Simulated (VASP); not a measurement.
# Pt (P6/mmm) in VASP: notebook

Pt is run at these levels: PBE; tasks: single point.

All numbers are computed with VASP 6.6.1; they aren't measurements. Logs are shortened: lines on timing, memory, paths and dates and some standing lists are left out, and cuts for length are marked.

**1. The cell of the first run**

It takes space group P6/mmm (No. 191, hexagonal). The conventional cell has a = 2.387 Å, b = 2.387 Å, c = 2.320 Å, α = 90.00°, β = 90.00°, γ = 120.00°. Pt (site symmetry 6/mmm) has 8 Pt at 2.32 to 2.39 Å within 3.1 Å.

**2. Single point, PBE (volume scaled by 0.68)**

The input, INCAR:

```
SYSTEM = Pt
  ALGO = Normal
  EDIFF = 1E-7
  ENCUT = 520
  GGA = PE
  ISIF = 2
  ISMEAR = -1
  LASPH = .True.
  LCHARG = .False.
  LREAL = .False.
  LWAVE = .False.
  NBANDS = 11
  NELM = 80
  PREC = Accurate
  SIGMA = 0.08
```

The input, KPOINTS:

```
k-points
0
Gamma
  16 16 15
  0 0 0
```

The input, POSCAR:

```
Pt
1.0
    2.3873730274      0.0000000000      0.0000000000
   -1.1936865137      2.0675256900      0.0000000000
    0.0000000000      0.0000000000      2.3195249953
Pt
1
Direct
    0.0000000000      0.0000000000      0.0000000000
```

Potentials or basis: VASP PAW PBE potentials, release 64 (Pt).

Run with:

```console
cat potpaw_PBE.64/Pt/POTCAR > POTCAR
mpirun -np 1 vasp_std > vasp.out
```

OUTCAR:

```text
SYSTEM = Pt
   EDIFF = 1E-7
   ENCUT = 520
   GGA = PE
   ISIF = 2
   ISMEAR = -1
   LASPH = .True.
   LREAL = .False.
   NELM = 80
   PREC = Accurate

 ion  position               nearest neighbor table
   1  0.000  0.000  0.000-

  LATTYP: Found a hexagonal cell.
 ALAT       =     2.3873730274
 C/A-ratio  =     0.9715804647

  Lattice vectors:

 A1 = (   2.3873730274,   0.0000000000,   0.0000000000)
 A2 = (  -1.1936865137,   2.0675256900,   0.0000000000)
 A3 = (   0.0000000000,   0.0000000000,   2.3195249953)

Analysis of symmetry for initial positions (statically):
=====================================================================
 Subroutine PRICEL returns:
 Original cell was already a primitive cell.

 Routine SETGRP: Setting up the symmetry group for a
 hexagonal supercell.

 Subroutine GETGRP returns: Found 24 space group operations
 (whereof 24 operations were pure point group operations)
 out of a pool of 24 trial point group operations.

The static configuration has the point symmetry D_6h.

Analysis of symmetry for dynamics (positions and initial velocities):
=====================================================================
 Subroutine PRICEL returns:
 Original cell was already a primitive cell.

 Routine SETGRP: Setting up the symmetry group for a
 hexagonal supercell.

 Subroutine GETGRP returns: Found 24 space group operations
 (whereof 24 operations were pure point group operations)
 out of a pool of 24 trial point group operations.

The dynamic configuration has the point symmetry D_6h.

 Subroutine INISYM returns: Found 24 space group operations
 (whereof 24 operations are pure point group operations),
 and found     1 'primitive' translations

----------------------------------------------------------------------------------------

                                     Primitive cell

  volume of cell :      11.4491

  direct lattice vectors                    reciprocal lattice vectors
     2.387373027  0.000000000  0.000000000     0.418870444  0.241834964  0.000000000
    -1.193686514  2.067525690  0.000000000     0.000000000  0.483669927  0.000000000
     0.000000000  0.000000000  2.319524995     0.000000000  0.000000000  0.431122752

  length of vectors
     2.387373027  2.387373027  2.319524995     0.483669927  0.483669927  0.431122752

  position of ions in fractional coordinates (direct lattice)
     0.000000000  0.000000000  0.000000000

  ion indices of the primitive-cell ions
   primitive index   ion index
                 1           1

----------------------------------------------------------------------------------------

 KPOINTS: k-points

Automatic generation of k-mesh.
 Grid dimensions read from file:
 generate k-points for:   16   16   15

 Generating k-lattice:

  Cartesian coordinates                     Fractional coordinates (reciprocal lattice)
     0.026179403  0.015114685  0.000000000     0.062500000 -0.000000000  0.000000000
     0.000000000  0.030229370  0.000000000     0.000000000  0.062500000  0.000000000
     0.000000000  0.000000000  0.028741517     0.000000000  0.000000000  0.066666667

  Length of vectors
     0.030229370  0.030229370  0.028741517

  Shift w.r.t. Gamma in fractional coordinates (k-lattice)
     0.000000000  0.000000000  0.000000000

 Subroutine IBZKPT returns following result:
 ===========================================

 Found    240 irreducible k-points:

 Following reciprocal coordinates:
            Coordinates               Weight
  0.000000  0.000000  0.000000      1.000000
  0.062500 -0.000000  0.000000      6.000000
  0.125000 -0.000000  0.000000      6.000000
  0.187500  0.000000  0.000000      6.000000
  0.250000 -0.000000  0.000000      6.000000
  0.312500  0.000000  0.000000      6.000000
[... 16 lines left out ...]
  0.187500  0.187500  0.000000      6.000000
  0.250000  0.187500  0.000000     12.000000
 [... further k-points ...]
   k-points           NKPTS =    240   k-points in BZ     NKDIM =    240   number of bands    NBANDS=     11
   number of dos      NEDOS =    301   number of ions     NIONS =      1
   total plane-waves  NPLWV =   5832
   dimension x,y,z NGX =    18 NGY =   18 NGZ =   18
   dimension x,y,z NGXF=    36 NGYF=   36 NGZF=   36
   ions per type =               1
   NGX,Y,Z   is equivalent  to a cutoff of  12.53, 12.53, 12.90 a.u.
   NGXF,Y,Z  is equivalent  to a cutoff of  25.07, 25.07, 25.80 a.u.
 SYSTEM =  Pt
   PREC   = accura    normal or accurate (medium, high low for compatibility)
   ISTART =      0    job   : 0-new  1-cont  2-samecut
   ICHARG =      2    charge: 1-file 2-atom 10-const
   ISPIN  =      1    spin polarized calculation?
   LNONCOLLINEAR =      F non collinear calculations
   LSORBIT =      F    spin-orbit coupling
   LASPH  =      T    aspherical Exc in radial PAW
   ENCUT  =  520.0 eV  38.22 Ry    6.18 a.u.   4.44  4.44  4.31*2*pi/ulx,y,z
   NELM   =     80;   NELMIN=  2; NELMDL= -5     # of ELM steps
   EDIFF  = 0.1E-06   stopping-criterion for ELM
   LREAL  =      F    real-space projection
   EDIFFG = 0.1E-05   stopping-criterion for IOM
   NSW    =      0    number of steps for IOM
   IBRION =     -1    ionic relax: 0-MD 1-quasi-New 2-CG
   NFREE  =      0    steps in history (QN), initial steepest desc. (CG)
   ISIF   =      2    stress and relaxation
   ISYM   =      2    0-nonsym 1-usesym 2-fastsym
   POTIM  = 0.5000    time-step for ionic-motion
   TEBEG  =    0.0;   TEEND  =   0.0 temperature during run
   PSTRESS=    0.0 pullay stress
   NELECT =      10.0000    total number of electrons
   NUPDOWN=      -1.0000    fix difference up-down
   EMIN   =  10.00;   EMAX   =-10.00  energy-range for DOS
   EFERMI =   0.00;   METHOD = LEGACY
   ISMEAR =    -1;   SIGMA  =   0.08  broadening in eV -4-tet -1-fermi 0-gaus
   EFERMI_NEDOS =   21; number of points for ismear=-14 and -15
   IALGO  =     38    algorithm
   IMIX   =      4    mixing-type and parameters
     AMIX     =   0.40;   BMIX     =  1.00
     AMIX_MAG =   1.60;   BMIX_MAG =  1.00
  volume/ion in A,a.u.               =      11.45        77.26
  Fermi-wavevector in a.u.,A,eV,Ry     =   1.564893  2.957220 33.319188  2.448891
  Thomas-Fermi vector in A             =   2.667450
   LORBIT       =      0    0 simple, 1 ext, 2 COOP (PROOUT), +10 PAW based schemes
   GGA     = PE    functional components
   LHFCALC =     F    Hartree Fock is set to
   AEXX    =    0.0000 exact exchange contribution
   IVDW    =     0    specifies the selected vdW correction
   LEPSILON=     F    determine dielectric tensor
   LRPA    =     F    only Hartree local field effects (RPA)
 non-spin polarized calculation
  energy-cutoff  :      520.00
  volume of cell :       11.45
 maximum number of plane-waves:       320
 NGX is ok and might be reduce to    18
   NGX =  9   NGY =  9   NGZ =  9

 number of electron      10.0000000 magnetization

 Free energy of the ion-electron system (eV)
  ---------------------------------------------------
  ext. energy  EPLUGINS =         0.00000000
  ---------------------------------------------------
  free energy    TOTEN  =        -3.40839533 eV

  energy without entropy =       -3.39571354  energy(sigma->0) =       -3.40205443

 E-fermi :  17.3309     XC(G=0): -15.1036

 val. band max:       17.3277243489   @ k =   0.1250   0.0625   0.4000
 cond. band min:      17.3361530773   @ k =   0.3750   0.0000   0.0667
 fundamental gap:      0.0084287284
 Fermi energy:        17.3308593067

 k-point     1 :       0.0000    0.0000    0.0000
  band No.  band energies     occupation
      1       3.8938      2.00000
      2       7.1727      2.00000
      3      11.3990      2.00000
      4      11.3990      2.00000
      5      18.1763      0.00005
      6      18.1763      0.00005
      7      31.3048      0.00000
      8      33.3392      0.00000
      9      41.6812      0.00000
     10      41.6812      0.00000
     11      44.3025      0.00000

 k-point     2 :       0.0625   -0.0000    0.0000
  band No.  band energies     occupation
      1       4.1197      2.00000
      2       7.2631      2.00000
      3      11.2126      2.00000
      4      11.5979      2.00000
      5      17.9146      0.00135
      6      18.1339      0.00009
      7      31.7901      0.00000
      8      33.7963      0.00000
      9      40.0702      0.00000
     10      41.2515      0.00000
     11      45.3605      0.00000

 k-point     3 :       0.1250   -0.0000    0.0000
  band No.  band energies     occupation
      1       4.7488      2.00000
      2       7.5241      2.00000
      3      10.7673      2.00000
      4      12.1843      2.00000
      5      17.2319      1.54993
      6      18.0145      0.00039
      7      33.0863      0.00000
      8      35.0418      0.00000
      9      37.6157      0.00000
     10      40.1817      0.00000
     11      45.8725      0.00000

 k-point     4 :       0.1875    0.0000    0.0000
  band No.  band energies     occupation
      1       5.6139      2.00000
      2       7.8740      2.00000
      3      10.4130      2.00000
      4      13.1268      2.00000
      5      16.3398      1.99999
      6      17.8398      0.00345
      7      34.0140      0.00000
      8      36.0999      0.00000
      9      36.7746      0.00000
     10      38.7972      0.00000
     11      45.3391      0.00000

 k-point     5 :       0.2500   -0.0000    0.0000
  band No.  band energies     occupation
      1       6.3946      2.00000
      2       8.0464      2.00000
      3      10.7805      2.00000
      4      14.3659      2.00000
      5      15.4265      2.00000
      6      17.6396      0.04132
      7      32.1885      0.00000
      8      37.2642      0.00000
      9      37.4665      0.00000
     10      38.5877      0.00000
     11      44.5978      0.00000
[... 211 lines left out ...]
 k-point    21 :       0.3750    0.1250    0.0000
  band No.  band energies     occupation
      1       7.1402      2.00000
      2       8.9014      2.00000
      3      13.6560      2.00000
      4      13.7846      2.00000
      5      16.6594      1.99955
      6      20.1518      0.00000
      7      26.3798      0.00000
      8      30.7961      0.00000
      9      36.4309      0.00000
     10      42.3766      0.00000
     11      45.2603      0.00000

 k-point    22 :       0.4375    0.1250    0.0000
  band No.  band energies     occupation
      1       7.0482      2.00000
      2       9.0073      2.00000
      3      13.6752      2.00000
      4      14.2294      2.00000
      5      16.6048      1.99977
      6      20.7016      0.00000
      7      25.7170      0.00000
      8      30.3649      0.00000
      9      36.1437      0.00000
     10      42.3987      0.00000
     11      44.5347      0.00000

 k-point    23 :       0.1875    0.1875    0.0000
  band No.  band energies     occupation
      1       7.7984      2.00000
      2       9.1104      2.00000
      3       9.4419      2.00000
      4      14.7588      2.00000
      5      16.9485      1.98334
      6      17.1882      1.71211
      7      30.4679      0.00000
      8      32.4829      0.00000
      9      39.6872      0.00000
     10      41.6466      0.00000
     11      42.9917      0.00000

 k-point    24 :       0.2500    0.1875    0.0000
  band No.  band energies     occupation
      1       8.2983      2.00000
      2       8.7722      2.00000
      3      10.6083      2.00000
      4      14.3539      2.00000
      5      16.5575      1.99987
      6      19.0437      0.00000
      7      28.4773      0.00000
      8      30.9976      0.00000
      9      38.0278      0.00000
     10      43.3845      0.00000
     11      45.1464      0.00000

 [... further k-points ...]

------------------------ aborting loop because EDIFF is reached ----------------------------------------

  FORCE on cell =-STRESS in cart. coord.  units (eV):
  Direction    XX          YY          ZZ          XY          YZ          ZX
  --------------------------------------------------------------------------------------
  -------------------------------------------------------------------------------------
  Total       16.3465317     16.3465317     16.2434881      0.0000000      0.0000000      0.0000000
  in kB     2287.5255295   2287.5255294   2273.1056554      0.0000000      0.0000000      0.0000000
  external PRESSURE =    2282.7189048 kB  Pullay stress =       0.0000000 kB

 VOLUME and BASIS-vectors are now :
 -----------------------------------------------------------------------------
  energy-cutoff  :      520.00
  volume of cell :       11.45
      direct lattice vectors                 reciprocal lattice vectors
     2.387373027  0.000000000  0.000000000     0.418870444  0.241834964  0.000000000
    -1.193686514  2.067525690  0.000000000     0.000000000  0.483669927  0.000000000
     0.000000000  0.000000000  2.319524995     0.000000000  0.000000000  0.431122752

 POSITION                                       TOTAL-FORCE (eV/Angst)
 -----------------------------------------------------------------------------------
      0.00000      0.00000      0.00000         0.000000      0.000000      0.000000
 -----------------------------------------------------------------------------------
    total drift:                                0.000000     -0.000000      0.000000

  FREE ENERGIE OF THE ION-ELECTRON SYSTEM (eV)
  ---------------------------------------------------
  free  energy   TOTEN  =        -3.4083953254 eV

  energy  without entropy=       -3.3957135403  energy(sigma->0) =       -3.40205443
```

It took 39 s on 1 thread of Intel Xeon 8259CL, shared host; peak memory 0.14 GiB.

What came out:

* Free energy: -3.4084 eV
* Pressure: 228.3 GPa
* Band gap on the k mesh: zero (band 5 reaches 20.21 eV, above the bottom of band 6 at 14.51 eV)

Levels at points of the mesh, in eV from the Fermi level:
```tsv
k point	band 2	band 3	band 4	band 5	band 6	band 7	band 8	band 9
(0.00, 0.00, 0.00)	-10.16	-5.93	-5.93	0.85	0.85	13.97	16.01	24.35
(0.50, 0.00, 0.00)	-8.41	-3.85	-1.33	-0.19	1.55	9.10	14.99	17.85
```

Caveat: the cell differs from its parent crystal (volume scaled by 0.68); spin-orbit coupling is left out, which moves the levels of the heavy elements.

**3. Single point, PBE**

This run uses another cell than the first one, of 12.80 Å³/atom, 1.118 times its volume.

The input, INCAR:

```
SYSTEM = Pt
PREC     = Accurate       ! precision mode
ENCUT    = 520            ! plane-wave cutoff, eV
EDIFF    = 1E-6           ! SCF threshold, eV
ISMEAR   = -1             ! smearing method
SIGMA    = 0.08           ! smearing width, eV
LREAL    = .FALSE.        ! projectors in reciprocal space
LASPH    = .TRUE.         ! aspherical terms in the spheres
NELM     = 60             ! most SCF steps
ALGO     = Normal         ! electronic algorithm
ISIF     = 2              ! what is computed and relaxed
LWAVE    = .FALSE.        ! write WAVECAR
LCHARG   = .FALSE.        ! write CHGCAR
GGA      = PE             ! functional
NBANDS   = 11             ! bands
```

The input, KPOINTS:

```
regular mesh
0
G
  16 16 15
  0 0 0
```

The input, POSCAR:

```
Pt
1.0
    2.4729594705      0.0000000000      0.0000000000
   -1.2364797353      2.1416457240      0.0000000000
    0.0000000000      0.0000000000      2.4160744056
Pt
1
Direct
    0.0000000000      0.0000000000      0.0000000000
```

Potentials or basis: VASP PAW PBE potentials, release 64 (Pt).

Run with:

```console
cat potpaw_PBE.64/Pt/POTCAR > POTCAR
mpirun -np 1 vasp_std > vasp.out
```

It took 39 s on 1 thread of Intel Xeon 8259CL, shared host; peak memory 0.15 GiB.

It converged, with:

- Free energy: -4.8407 eV
- Pressure: 121.7 GPa
- Band gap on the k mesh: zero (band 5 reaches 17.02 eV, above the bottom of band 6 at 12.35 eV)

Stress tensor (GPa, compression positive):
```
121.90   0.00   0.00
  0.00 121.90   0.00
  0.00   0.00 121.43
```

Levels at points of the mesh, in eV from the Fermi level:
| k point | band 1 | band 2 | band 3 | band 4 | band 5 | band 6 | band 7 | band 8 | band 9 | band 10 |
| --- | --- | --- | --- | --- | --- | --- | --- | --- | --- | --- |
| (0.00, 0.00, 0.00) | -12.02 | -8.64 | -5.02 | -5.02 | 0.65 | 0.65 | 14.65 | 15.41 | 23.54 | 23.54 |
| (0.50, 0.00, 0.00) | -9.57 | -7.18 | -3.28 | -0.89 | -0.21 | 1.28 | 7.96 | 14.63 | 17.84 | 22.83 |

Caveat: spin-orbit coupling is left out, which moves the levels of the heavy elements.
